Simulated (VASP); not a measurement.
# Os (P6_3/mmc) in VASP: further runs, part 3 of 3

VASP 6.6.1. Earlier steps stand in the parts before.

## (5) Single point, r2SCAN

Input file POSCAR:

```
Os
1.0
    2.7393806551      0.0000000000      0.0000000000
   -1.3696903275      2.3723732379      0.0000000000
    0.0000000000      0.0000000000      4.3138178725
Os
2
Direct
    0.3333333333      0.6666666667      0.2500000000
    0.6666666667      0.3333333333      0.7500000000
```

Input file INCAR.step1:

```
SYSTEM = Os
  PREC = Accurate
  ENCUT = 520
  ISMEAR = 1
  SIGMA = 0.3
  LREAL = .False.
  LASPH = .True.
  NELM = 80
  NBANDS = 15
  GGA = PE
  ALGO = Normal
  EDIFF = 1E-4
  LWAVE = .True.
  LCHARG = .False.
```

Input file INCAR.step2:

```
SYSTEM = Os
  PREC = Accurate
  ENCUT = 520
  EDIFF = 1E-6
  ISMEAR = 1
  SIGMA = 0.3
  LREAL = .False.
  LASPH = .True.
  NELM = 80
  ALGO = Normal
  ISIF = 2
  LWAVE = .False.
  LCHARG = .False.
  METAGGA = R2SCAN
  LMIXTAU = .True.
  NBANDS = 15
  ISTART = 1
```

Input file KPOINTS:

```
regular mesh
0
Gamma
  13 13 7
  0 0 0
```

Potentials or basis: VASP PAW PBE potentials, release 64 (Os).

Started as:

```
cat potpaw_PBE.64/Os/POTCAR > POTCAR
cp INCAR.step1 INCAR
mpirun -np 1 vasp_std > vasp.out
cp INCAR.step2 INCAR
mpirun -np 1 vasp_std > vasp.out
```

OUTCAR:

```text
SYSTEM = Os
   PREC = Accurate
   ENCUT = 520
   EDIFF = 1E-6
   ISMEAR = 1
   LREAL = .False.
   LASPH = .True.
   NELM = 80
   ISIF = 2
   METAGGA = R2SCAN
   ISTART = 1

 ion  position               nearest neighbor table
   1  0.333  0.667  0.250-   2 2.67   2 2.67   2 2.67   2 2.67   2 2.67   2 2.67
   2  0.667  0.333  0.750-   1 2.67   1 2.67   1 2.67   1 2.67   1 2.67   1 2.67

  LATTYP: Found a hexagonal cell.
 ALAT       =     2.7393806551
 C/A-ratio  =     1.5747420368

  Lattice vectors:

 A1 = (   2.7393806551,   0.0000000000,   0.0000000000)
 A2 = (  -1.3696903275,   2.3723732379,   0.0000000000)
 A3 = (   0.0000000000,   0.0000000000,   4.3138178725)

Analysis of symmetry for initial positions (statically):
=====================================================================
 Subroutine PRICEL returns:
 Original cell was already a primitive cell.

 Routine SETGRP: Setting up the symmetry group for a
 hexagonal supercell.

 Subroutine GETGRP returns: Found 24 space group operations
 (whereof 12 operations were pure point group operations)
 out of a pool of 24 trial point group operations.

The static configuration has the point symmetry D_3d.
 The point group associated with its full space group is D_6h.

Analysis of symmetry for dynamics (positions and initial velocities):
=====================================================================
 Subroutine PRICEL returns:
 Original cell was already a primitive cell.

 Routine SETGRP: Setting up the symmetry group for a
 hexagonal supercell.

 Subroutine GETGRP returns: Found 24 space group operations
 (whereof 12 operations were pure point group operations)
 out of a pool of 24 trial point group operations.

The dynamic configuration has the point symmetry D_3d.
 The point group associated with its full space group is D_6h.

 Subroutine INISYM returns: Found 24 space group operations
 (whereof 12 operations are pure point group operations),
 and found     1 'primitive' translations

----------------------------------------------------------------------------------------
[... 118 lines left out ...]
   METAGGA = R2SCAN    functional components
   LHFCALC =     F    Hartree Fock is set to
   AEXX    =    0.0000 exact exchange contribution
   IVDW    =     0    specifies the selected vdW correction
   LEPSILON=     F    determine dielectric tensor
   LRPA    =     F    only Hartree local field effects (RPA)
 non-spin polarized calculation
 Methfessel and Paxton  Order N= 1 SIGMA  =   0.30
  energy-cutoff  :      520.00
  volume of cell :       28.03
 maximum number of plane-waves:       769
   NGX = 11   NGY = 11   NGZ = 17

 number of electron      15.9999999 magnetization

 Free energy of the ion-electron system (eV)
  ---------------------------------------------------
  ext. energy  EPLUGINS =         0.00000000
  ---------------------------------------------------
  free energy    TOTEN  =      -106.00674480 eV

  energy without entropy =     -106.01005427  energy(sigma->0) =     -106.00784796

 E-fermi :   9.3245     XC(G=0): -15.3764

 val. band max:        9.2819703131   @ k =   0.3077   0.3077   0.2857
 cond. band min:       9.3882205815   @ k =   0.4615   0.0769   0.4286
 fundamental gap:      0.1062502684
 Fermi energy:         9.3244511532

 k-point     1 :       0.0000    0.0000    0.0000
  band No.  band energies     occupation
      1      -2.1835      2.00000
      2       1.1179      2.00000
      3       6.0619      2.00000
      4       6.0619      2.00000
      5       6.3732      2.00000
      6       6.9362      2.00000
      7       6.9362      2.00000
      8       7.5643      2.00000
      9       7.5643      2.00000
     10       9.2795      1.25064
     11      10.9747     -0.00000
     12      10.9747     -0.00000
     13      18.8171      0.00000
     14      23.9969      0.00000
[... 401 lines left out ...]
      2       1.9654      2.00000
      3       5.0201      2.00000
      4       5.5469      2.00000
      5       6.2474      2.00000
      6       6.4884      2.00000
      7       7.2362      2.00000
      8       7.4126      2.00000
      9       7.7957      2.00000
     10       8.1315      2.00000
     11      11.3119     -0.00000
     12      13.5323     -0.00000
     13      19.9846      0.00000
     14      25.2486      0.00000
     15      27.4443      0.00000

 [... further k-points ...]
[... 5 lines left out ...]
  --------------------------------------------------------------------------------------
  -------------------------------------------------------------------------------------
  Total        0.1472738      0.1472738      0.1178615      0.0000000      0.0000000      0.0000000
  in kB        8.4166444      8.4166444      6.7357426      0.0000000      0.0000000      0.0000000
  external PRESSURE =       7.8563438 kB  Pullay stress =       0.0000000 kB

 VOLUME and BASIS-vectors are now :
 -----------------------------------------------------------------------------
  energy-cutoff  :      520.00
  volume of cell :       28.03
      direct lattice vectors                 reciprocal lattice vectors
     2.739380655  0.000000000  0.000000000     0.365046018  0.210759417  0.000000000
    -1.369690328  2.372373238  0.000000000     0.000000000  0.421518834  0.000000000
     0.000000000  0.000000000  4.313817872     0.000000000  0.000000000  0.231813217

 POSITION                                       TOTAL-FORCE (eV/Angst)
 -----------------------------------------------------------------------------------
     -0.00000      1.58158      1.07845         0.000000     -0.000000      0.000000
      1.36969      0.79079      3.23536        -0.000000      0.000000      0.000000
 -----------------------------------------------------------------------------------
    total drift:                                0.000000     -0.000000     -0.000000

  FREE ENERGIE OF THE ION-ELECTRON SYSTEM (eV)
  ---------------------------------------------------
  free  energy   TOTEN  =      -106.0067447978 eV

  energy  without entropy=     -106.0100542747  energy(sigma->0) =     -106.00784796
```

OUTCAR.step1:

```text
SYSTEM = Os
   PREC = Accurate
   ENCUT = 520
   ISMEAR = 1
   LREAL = .False.
   LASPH = .True.
[... 656 lines left out ...]
     -0.00000      1.58158      1.07845         0.000000      0.000000      0.000000
      1.36969      0.79079      3.23536        -0.000000     -0.000000      0.000000
 -----------------------------------------------------------------------------------
    total drift:                                0.000000     -0.000000     -0.000000

  FREE ENERGIE OF THE ION-ELECTRON SYSTEM (eV)
  ---------------------------------------------------
  free  energy   TOTEN  =       -22.4861518701 eV

  energy  without entropy=      -22.4895778361  energy(sigma->0) =      -22.48729386
```

OSZICAR.step1:

```text
N       E                     dE             d eps       ncg     rms          rms(c)
DAV:   1     0.105035089919E+03    0.10504E+03   -0.74250E+03  2520   0.103E+03
DAV:   2    -0.189630919741E+02   -0.12400E+03   -0.10884E+03  2541   0.329E+02
DAV:   3    -0.238633438413E+02   -0.49003E+01   -0.47351E+01  3507   0.577E+01
DAV:   4    -0.238985003927E+02   -0.35157E-01   -0.35145E-01  2660   0.514E+00
DAV:   5    -0.238986861627E+02   -0.18577E-03   -0.18576E-03  3542   0.348E-01    0.232E+01
DAV:   6    -0.228172371849E+02    0.10814E+01   -0.87726E-01  3185   0.799E+00    0.106E+01
DAV:   7    -0.224941456721E+02    0.32309E+00   -0.62789E-01  3241   0.665E+00    0.524E-01
DAV:   8    -0.224896212815E+02    0.45244E-02   -0.66090E-03  2583   0.599E-01    0.403E-01
DAV:   9    -0.224861416415E+02    0.34796E-02   -0.22300E-03  3024   0.460E-01    0.469E-02
DAV:  10    -0.224861518701E+02   -0.10229E-04   -0.96168E-05  2191   0.919E-02
   1 F= -.22486152E+02 E0= -.22487294E+02  d E =0.342597E-02
```

It took 66 s on 1 thread of Intel Xeon 6975P-C, shared host; peak memory 0.16 GiB.

Results:

* Free energy: -106.0067 eV
* Pressure: 0.8 GPa
* Band gap on the k mesh: zero (band 8 reaches 11.36 eV, above the bottom of band 9 at 7.39 eV)

Stress tensor (GPa, compression positive):
```
0.84 0.00 0.00
0.00 0.84 0.00
0.00 0.00 0.67
```

Caveat: the PAW data sets were made with another functional, which shifts forces and pressure a little; spin-orbit coupling is left out, which moves the levels of the heavy elements.

## (6) The runs side by side

```csv
smearing,gap on the mesh (eV),pressure (GPa)
methfessel-paxton 0.03 eV,none,0.8
methfessel-paxton 0.1 eV,none,0.8
methfessel-paxton 0.2 eV,none,0.8
methfessel-paxton 0.3 eV,none,0.8
```

Alike in all rows: task single point; level r2SCAN; potentials or basis VASP PAW PBE potentials, release 64 (Os); no spin polarisation; cell as given; k mesh 13 × 13 × 7; cutoff (eV) 520.

Every run on the cell as given and a fine mesh finds a metal.

Caveats: the PAW data sets were made with another functional, which shifts forces and pressure a little; spin-orbit coupling is left out, which moves the levels of the heavy elements.

Absolute energies hang on the potentials; compare differences alone.
